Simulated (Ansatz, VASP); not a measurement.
**Two plane-wave programs on HgTe**

Contents of POSCAR:

```
HgTe
1.0
    0.0000000000      3.1904831503      3.4196598397
    3.1904831503      0.0000000000      3.4196598397
    3.1904831503      3.1904831503      0.0000000000
Hg Te
1 1
Direct
    0.0000000000      0.0000000000      0.0000000000
    0.2500000000      0.2500000000      0.2500000000
```

File INCAR.step1:

```
  ALGO = Normal
  EDIFF = 1E-5
  ENCUT = 520
  GGA = PE
  ISIF = 2
  ISMEAR = -1
  LASPH = True
  LCHARG = False
  LREAL = False
  LWAVE = True
  NBANDS = 16
  NELM = 80
  PREC = Accurate
  SIGMA = 0.02
```

Contents of INCAR.step2:

```
  ALGO = Normal
  EDIFF = 1E-6
  ENCUT = 520
  GGA = PE
  HFSCREEN = 0.2079
  ISIF = 2
  ISMEAR = -1
  ISTART = 1
  LASPH = True
  LCHARG = False
  LHFCALC = True
  LREAL = False
  LWAVE = False
  NBANDS = 16
  NELM = 80
  PREC = Accurate
  PRECFOCK = Normal
  SIGMA = 0.02
```

The input KPOINTS:

```
k-points
0
Gamma
  4 4 4
```

Input for Ansatz:

```yaml
crystal:
  lattice:
    - [0.0, 3.1904831503, 3.4196598397]
    - [3.1904831503, 0.0, 3.4196598397]
    - [3.1904831503, 3.1904831503, 0.0]
  atoms:
    - { symbol: Hg, position: [0.0, 0.0, 0.0] }
    - { symbol: Te, position: [0.25, 0.25, 0.25] }
kpoints:
  mp_grid: { grid: [4, 4, 4] }
  band_path:
    path:
      - [0.0, 0.0, 0.0]
      - [-0.5, -0.5, 0.0]
      - [-0.375, -0.375, 0.25]
      - [-0.375, 0.0, 0.375]
      - [0.0, 0.0, 0.5]
      - [-0.5, -0.25, 0.25]
      - [-0.035807, -0.035807, 0.0]
    npoints: 1
hamiltonian:
  xc: hse06
scf:
  occupations: { method: fermi_dirac, width: 0.02 }
  n_extra_bands: 4
output:
  forces: true
  stress: true
  eigenvalues: true
```

Change from the starting cell: epitaxial_xy strain -3.0%.

Alike in both runs: task single point; functional HSE06; k mesh 4 × 4 × 4; occupations fermi-dirac, width 0.02 eV; no spin polarisation.

|  | VASP | Ansatz |
| --- | --- | --- |
| version | VASP 6.6.1 | Ansatz 0.2.0 |
| potentials or method | VASP PAW PBE potentials, release 64 (Hg, Te) | plane waves, PAW |
| plane-wave cutoff (eV) | 520 | 420 |
| valence electrons in the cell | 18 | 36 |

|  | VASP | Ansatz | Ansatz less VASP |
| --- | --- | --- | --- |
| pressure (GPa) | 0.9 | 1.0 | +0.07 |
| traceless stress, the component that is largest in VASP (GPa) | -0.82 | -0.81 | +0.005 |

VASP's potentials hold 18 valence electrons a cell and Ansatz's 36, so a difference there can come from the potentials and not from the codes. Ansatz's warnings: filled band counts differ across k points, stress exchange threshold loose, stress scf threshold loose.

The k mesh is coarse, so the values compare programs but aren't converged. Neither program's run includes spin-orbit coupling.
